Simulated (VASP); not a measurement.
Crystal: BaS.

```
Ba S
1.0
     3.83376    0.00000    0.00000
     0.00000    3.83376    0.00000
     0.00000    0.00000    3.83376
Ba S
1 1
Cartesian
  0.0000 0.0000 0.0000
  1.9169 1.9169 1.9169
```

Base run:

| Quantity | Value |
| --- | --- |
| Program | VASP 6.6.1 |
| Functional | r2SCAN |
| Potentials or basis | VASP PAW PBE potentials, release 64 (Ba_sv, S) |
| Cutoff | 520 eV |
| k mesh | 6 × 6 × 6 |
| Occupations | gaussian, width 0.01 eV |
| Spin | no spin polarisation |

Its results: band gap on the k mesh 1.81 eV (least direct gap 1.91 eV); pressure 1.0 GPa.

Problem. The run is repeated on the same cell with these changes: functional from r2SCAN to PBE. What comes out?

Solution. Band gap on the k mesh 1.43 eV (least direct gap 1.54 eV); pressure 1.2 GPa.

Caveats: the structure was generated, so it needn't be the stable form of BaS; spin-orbit coupling is left out, which moves the levels of the heavy elements; the PAW data sets were made with another functional, which shifts forces and pressure a little (at least some runs).

A k mesh can miss the band edges.
